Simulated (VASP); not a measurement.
# MoW3 in VASP: further runs

The runs below take MoW3 through single point, with PBE.

Everything below comes from runs of VASP 6.6.1. Logs are shortened: lines on timing, memory, paths and dates and some standing lists are left out, and cuts for length are marked.

**1. The cell of the first run**

The structure is tetragonal, space group P4/mmm (No. 123). Conventional cell: a = 4.488 Å, b = 4.488 Å, c = 3.188 Å, α = 90.00°, β = 90.00°, γ = 90.00°. Mo (site symmetry 4/mmm) has 12 W at 2.75 to 3.17 Å and 2 Mo at 3.19 Å within 3.6 Å. Within 3.6 Å of W (site symmetry mmm) lie 4 Mo at 2.75 Å and 10 W at 2.75 to 3.19 Å. W (site symmetry 4/mmm) has 10 W at 2.75 to 3.19 Å and 4 Mo at 3.17 Å within 3.6 Å.

**2. Single point, PBE, collinear spin**

The input, INCAR:

```
  ALGO = Normal
  EDIFF = 1E-6
  ENCUT = 520
  GGA = PE
  ISIF = 2
  ISMEAR = 0
  ISPIN = 2
  LASPH = T
  LCHARG = F
  LMAXMIX = 4
  LORBIT = 11
  LREAL = F
  LWAVE = F
  MAGMOM = 1 0 0 0
  NBANDS = 40
  NELM = 150
  PREC = Accurate
  SIGMA = 0.1
```

The input, KPOINTS:

```
k-points
0
Gamma
  4 4 6
```

The input, POSCAR:

```
MoW3
1.0
    4.4883796191      0.0000000000      0.0000000000
    0.0000000000      4.4883796191      0.0000000000
    0.0000000000      0.0000000000      3.1878031258
Mo W
1 3
Direct
    0.0000000000      0.0000000000      0.5000000000
    0.0000000000      0.5000000000      0.0000000000
    0.5000000000      0.5000000000      0.5000000000
    0.5000000000      0.0000000000      0.0000000000
```

Potentials or basis: VASP PAW PBE potentials, release 64 (Mo_sv, W_sv).

Started as:

```sh
> cat potpaw_PBE.64/Mo_sv/POTCAR potpaw_PBE.64/W_sv/POTCAR > POTCAR
> mpirun -np 1 vasp_std > vasp.out
```

OUTCAR:

```text
EDIFF = 1E-6
   ENCUT = 520
   GGA = PE
   ISIF = 2
   ISMEAR = 0
   ISPIN = 2
   LASPH = T
   LORBIT = 11
   LREAL = F
   NELM = 150
   PREC = Accurate

 ion  position               nearest neighbor table
   1  0.000  0.000  0.500-   2 2.75   4 2.75   2 2.75   4 2.75   2 2.75   2 2.75   4 2.75   4 2.75
                             3 3.17   3 3.17   3 3.17   3 3.17
   2  0.000  0.500  0.000-   1 2.75   3 2.75   1 2.75   3 2.75   1 2.75   1 2.75   3 2.75   3 2.75
                             4 3.17   4 3.17   4 3.17   4 3.17
   3  0.500  0.500  0.500-   2 2.75   4 2.75   2 2.75   4 2.75   4 2.75   4 2.75   2 2.75   2 2.75
                             1 3.17   1 3.17   1 3.17   1 3.17
   4  0.500  0.000  0.000-   1 2.75   3 2.75   1 2.75   3 2.75   3 2.75   3 2.75   1 2.75   1 2.75
                             2 3.17   2 3.17   2 3.17   2 3.17

  LATTYP: Found a simple tetragonal cell.
 ALAT       =     4.4883796191
 C/A-ratio  =     0.7102347387

  Lattice vectors:

 A1 = (   4.4883796191,   0.0000000000,   0.0000000000)
 A2 = (   0.0000000000,   4.4883796191,   0.0000000000)
 A3 = (   0.0000000000,   0.0000000000,   3.1878031258)

Analysis of symmetry for initial positions (statically):
=====================================================================
 Subroutine PRICEL returns:
 Original cell was already a primitive cell.

 Routine SETGRP: Setting up the symmetry group for a
 simple tetragonal supercell.

 Subroutine GETGRP returns: Found 16 space group operations
 (whereof 16 operations were pure point group operations)
 out of a pool of 16 trial point group operations.

The static configuration has the point symmetry D_4h.

Analysis of symmetry for dynamics (positions and initial velocities):
=====================================================================
 Subroutine PRICEL returns:
 Original cell was already a primitive cell.

 Routine SETGRP: Setting up the symmetry group for a
 simple tetragonal supercell.

 Subroutine GETGRP returns: Found 16 space group operations
 (whereof 16 operations were pure point group operations)
 out of a pool of 16 trial point group operations.

The dynamic configuration has the point symmetry D_4h.

Analysis of structural, dynamic, and magnetic symmetry:
=====================================================================
 Subroutine PRICEL returns:
 Original cell was already a primitive cell.

 Routine SETGRP: Setting up the symmetry group for a
 simple tetragonal supercell.

 Subroutine GETGRP returns: Found 16 space group operations
 (whereof 16 operations were pure point group operations)
 out of a pool of 16 trial point group operations.

The overall configuration has the point symmetry D_4h.

 Subroutine INISYM returns: Found 16 space group operations
 (whereof 16 operations are pure point group operations),
 and found     1 'primitive' translations

----------------------------------------------------------------------------------------

                                     Primitive cell

  volume of cell :      64.2201

  direct lattice vectors                    reciprocal lattice vectors
     4.488379619  0.000000000  0.000000000     0.222797554  0.000000000  0.000000000
     0.000000000  4.488379619  0.000000000     0.000000000  0.222797554  0.000000000
     0.000000000  0.000000000  3.187803126     0.000000000  0.000000000  0.313695658

  length of vectors
     4.488379619  4.488379619  3.187803126     0.222797554  0.222797554  0.313695658

  position of ions in fractional coordinates (direct lattice)
     0.000000000  0.000000000  0.500000000
     0.000000000  0.500000000  0.000000000
     0.500000000  0.500000000  0.500000000
     0.500000000  0.000000000  0.000000000

  ion indices of the primitive-cell ions
   primitive index   ion index
                 1           1
                 2           2
                 3           3
                 4           4

----------------------------------------------------------------------------------------

 KPOINTS: k-points

Automatic generation of k-mesh.
 Grid dimensions read from file:
 generate k-points for:    4    4    6

 Generating k-lattice:

  Cartesian coordinates                     Fractional coordinates (reciprocal lattice)
     0.055699388  0.000000000  0.000000000     0.250000000  0.000000000  0.000000000
     0.000000000  0.055699388  0.000000000     0.000000000  0.250000000  0.000000000
     0.000000000  0.000000000  0.052282610     0.000000000  0.000000000  0.166666667

  Length of vectors
     0.055699388  0.055699388  0.052282610

  Shift w.r.t. Gamma in fractional coordinates (k-lattice)
     0.000000000  0.000000000  0.000000000

 Subroutine IBZKPT returns following result:
 ===========================================

 Found     24 irreducible k-points:

 Following reciprocal coordinates:
            Coordinates               Weight
  0.000000  0.000000  0.000000      1.000000
  0.250000  0.000000  0.000000      4.000000
  0.500000  0.000000  0.000000      2.000000
  0.250000  0.250000  0.000000      4.000000
  0.500000  0.250000  0.000000      4.000000
  0.500000  0.500000  0.000000      1.000000
[... 16 lines left out ...]
  0.500000  0.250000  0.500000      4.000000
  0.500000  0.500000  0.500000      1.000000
   k-points           NKPTS =     24   k-points in BZ     NKDIM =     24   number of bands    NBANDS=     40
   number of dos      NEDOS =    301   number of ions     NIONS =      4
   total plane-waves  NPLWV =  31104
   dimension x,y,z NGX =    36 NGY =   36 NGZ =   24
   dimension x,y,z NGXF=    72 NGYF=   72 NGZF=   48
   ions per type =               1   3
   NGX,Y,Z   is equivalent  to a cutoff of  13.33, 13.33, 12.52 a.u.
   NGXF,Y,Z  is equivalent  to a cutoff of  26.67, 26.67, 25.03 a.u.
 SYSTEM =  unknown system
   PREC   = accura    normal or accurate (medium, high low for compatibility)
   ISTART =      0    job   : 0-new  1-cont  2-samecut
   ICHARG =      2    charge: 1-file 2-atom 10-const
   ISPIN  =      2    spin polarized calculation?
   LNONCOLLINEAR =      F non collinear calculations
   LSORBIT =      F    spin-orbit coupling
   LASPH  =      T    aspherical Exc in radial PAW
   ENCUT  =  520.0 eV  38.22 Ry    6.18 a.u.   8.35  8.35  5.93*2*pi/ulx,y,z
   NELM   =    150;   NELMIN=  2; NELMDL= -5     # of ELM steps
   EDIFF  = 0.1E-05   stopping-criterion for ELM
   LREAL  =      F    real-space projection
   EDIFFG = 0.1E-04   stopping-criterion for IOM
   NSW    =      0    number of steps for IOM
   IBRION =     -1    ionic relax: 0-MD 1-quasi-New 2-CG
   NFREE  =      0    steps in history (QN), initial steepest desc. (CG)
   ISIF   =      2    stress and relaxation
   ISYM   =      2    0-nonsym 1-usesym 2-fastsym
   POTIM  = 0.5000    time-step for ionic-motion
   TEBEG  =    0.0;   TEEND  =   0.0 temperature during run
   PSTRESS=    0.0 pullay stress
   NELECT =      56.0000    total number of electrons
   NUPDOWN=      -1.0000    fix difference up-down
   EMIN   =  10.00;   EMAX   =-10.00  energy-range for DOS
   EFERMI =   0.00;   METHOD = LEGACY
   ISMEAR =     0;   SIGMA  =   0.10  broadening in eV -4-tet -1-fermi 0-gaus
   EFERMI_NEDOS =   21; number of points for ismear=-14 and -15
   IALGO  =     38    algorithm
   IMIX   =      4    mixing-type and parameters
     AMIX     =   0.40;   BMIX     =  1.00
     AMIX_MAG =   1.60;   BMIX_MAG =  1.00
  volume/ion in A,a.u.               =      16.06       108.34
  Fermi-wavevector in a.u.,A,eV,Ry     =   1.564038  2.955603 33.282772  2.446215
  Thomas-Fermi vector in A             =   2.666721
   LORBIT       =     11    0 simple, 1 ext, 2 COOP (PROOUT), +10 PAW based schemes
   GGA     = PE    functional components
   LHFCALC =     F    Hartree Fock is set to
   AEXX    =    0.0000 exact exchange contribution
   IVDW    =     0    specifies the selected vdW correction
   LEPSILON=     F    determine dielectric tensor
   LRPA    =     F    only Hartree local field effects (RPA)
 spin polarized calculation
 Gauss-broadening in eV      SIGMA  =   0.10
  energy-cutoff  :      520.00
  volume of cell :       64.22
 maximum number of plane-waves:      1764
 NGX is ok and might be reduce to    36
   NGX = 17   NGY = 17   NGZ = 11

 number of electron      55.9999996 magnetization      -0.0001617

 number of electron      55.9999996 magnetization       0.0000809

 Free energy of the ion-electron system (eV)
  ---------------------------------------------------
  ext. energy  EPLUGINS =         0.00000000
  ---------------------------------------------------
  free energy    TOTEN  =       -49.82304493 eV

  energy without entropy =      -49.80662049  energy(sigma->0) =      -49.81483271

 E-fermi :  11.5896     XC(G=0): -13.4890

 val. band max:       11.4381653267   @ k =   0.5000   0.2500   0.0000
 cond. band min:      11.5943473257   @ k =   0.2500   0.2500   0.3333
 fundamental gap:      0.1561819990
 Fermi energy:        11.5896349998

 spin component 1

 k-point     1 :       0.0000    0.0000    0.0000
  band No.  band energies     occupation
      1     -62.7020      1.00000
      2     -62.6481      1.00000
      3     -62.4992      1.00000
      4     -49.5488      1.00000
      5     -27.3929      1.00000
      6     -27.3929      1.00000
[... 1021 lines left out ...]
     39      17.0903      0.00000
     40      17.5355      0.00000
 Fermi energy:        11.5896349998

 spin component 2

 k-point     1 :       0.0000    0.0000    0.0000
  band No.  band energies     occupation
      1     -62.7020      1.00000
      2     -62.6482      1.00000
      3     -62.4992      1.00000
      4     -49.5488      1.00000
      5     -27.3929      1.00000
      6     -27.3929      1.00000
[... 1021 lines left out ...]
     39      17.0903      0.00000
     40      17.5355      0.00000

------------------------ aborting loop because EDIFF is reached ----------------------------------------

  FORCE on cell =-STRESS in cart. coord.  units (eV):
  Direction    XX          YY          ZZ          XY          YZ          ZX
  --------------------------------------------------------------------------------------
  -------------------------------------------------------------------------------------
  Total        0.1811649      0.1811649      0.2263554      0.0000000      0.0000000      0.0000000
  in kB        4.5197448      4.5197448      5.6471699      0.0000000      0.0000000      0.0000000
  external PRESSURE =       4.8955532 kB  Pullay stress =       0.0000000 kB

 VOLUME and BASIS-vectors are now :
 -----------------------------------------------------------------------------
  energy-cutoff  :      520.00
  volume of cell :       64.22
      direct lattice vectors                 reciprocal lattice vectors
     4.488379619  0.000000000  0.000000000     0.222797554  0.000000000  0.000000000
     0.000000000  4.488379619  0.000000000     0.000000000  0.222797554  0.000000000
     0.000000000  0.000000000  3.187803126     0.000000000  0.000000000  0.313695658

 POSITION                                       TOTAL-FORCE (eV/Angst)
 -----------------------------------------------------------------------------------
      0.00000      0.00000      1.59390         0.000000      0.000000      0.000000
      0.00000      2.24419      0.00000         0.000000      0.000000      0.000000
      2.24419      2.24419      1.59390         0.000000      0.000000      0.000000
      2.24419      0.00000      0.00000         0.000000      0.000000      0.000000
 -----------------------------------------------------------------------------------
    total drift:                                0.000000      0.000000     -0.000000

  FREE ENERGIE OF THE ION-ELECTRON SYSTEM (eV)
  ---------------------------------------------------
  free  energy   TOTEN  =       -49.8230449267 eV

  energy  without entropy=      -49.8066204911  energy(sigma->0) =      -49.81483271

 total charge

# of ion       s       p       d       tot
------------------------------------------
    1        2.361   6.222   3.922  12.505
    2        2.406   6.324   3.301  12.030
    3        2.401   6.330   3.342  12.074
    4        2.406   6.324   3.301  12.030
--------------------------------------------------
tot          9.573  25.200  13.865  48.638

 magnetization (x)

# of ion       s       p       d       tot
------------------------------------------
    1        0.000   0.000   0.000   0.000
    2       -0.000   0.000  -0.000  -0.000
    3        0.000   0.000   0.000   0.000
    4       -0.000   0.000  -0.000  -0.000
--------------------------------------------------
tot          0.000   0.000   0.000   0.000
```

Run time: 91 s. Hardware: 1 thread of Intel Xeon 6975P-C (Granite Rapids), shared host; peak memory 0.25 GiB.

Results:

```
Free energy                                           : -49.8230 eV
Pressure                                              : 0.5 GPa
Band gap on the k mesh                                : zero (filled and empty bands overlap)
Net moment                                            : 0.00 μB per cell
Valence electrons inside the program's atomic spheres : Mo 12.51; W 12.03, 12.07 (each value once)
```

Caveat: spin-orbit coupling is left out, which moves the levels of the heavy elements.

(Part 1 of 2 ends here.)
